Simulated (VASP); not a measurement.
Here is a VASP 6.6.1 calculation.

The input INCAR:

```
SYSTEM = CdS
PREC     = Accurate       ! precision mode
ENCUT    = 520            ! plane-wave cutoff, eV
EDIFF    = 1E-6           ! SCF threshold, eV
ISMEAR   = 0              ! smearing method
SIGMA    = 0.05           ! smearing width, eV
LREAL    = .False.        ! projectors in reciprocal space
LASPH    = .True.         ! aspherical terms in the spheres
NELM     = 100            ! most SCF steps
ALGO     = Normal         ! electronic algorithm
ISIF     = 2              ! what is computed and relaxed
LWAVE    = .False.        ! write WAVECAR
LCHARG   = .False.        ! write CHGCAR
LDIPOL   = .True.       
IDIPOL   = 3            
DIPOL    = 0.5 0.5 0.636
GGA      = PS             ! functional
NBANDS   = 36             ! bands
```

File KPOINTS:

```
Automatic mesh
0
Gamma
  7 7 1
  0 0 0
```

The input POSCAR:

```
CdS
1.0
    4.0583734765      0.0000000000      0.0000000000
    0.0000000000      4.0583734765      0.0000000000
    0.0000000000      0.0000000000     30.3275756952
S Cd
3 3
Direct
    0.5000000000      0.5000000000      0.5120488686
    0.0000000000      0.0000000000      0.6120510151
    0.5000000000      0.5000000000      0.7111139830
    1.0000000000      0.5000000000      0.5617062084
    0.5000000000      0.0000000000      0.6597691022
    0.0000000000      0.5000000000      0.7600521482
```

Potentials or basis: VASP PAW PBE potentials, release 64 (S, Cd).

Run with:

```sh
$ cat potpaw_PBE.64/S/POTCAR potpaw_PBE.64/Cd/POTCAR > POTCAR
$ mpirun -np 1 vasp_std > vasp.out
```

Predict the largest force.

0.785 eV/Å.

What does it give for the band gap on the k mesh?

Zero (bands 27 and 28 overlap by 0.03 eV).

Forces in eV/Å, atoms in the order of the input:
```
S    0.000  0.000  0.531
S    0.000  0.000  0.399
S    0.000  0.000  0.315
Cd   0.000  0.000 -0.785
Cd   0.000  0.000 -0.313
Cd   0.000  0.000 -0.148
```

Caveat: the PAW data sets were made with another functional, which shifts forces and pressure a little.
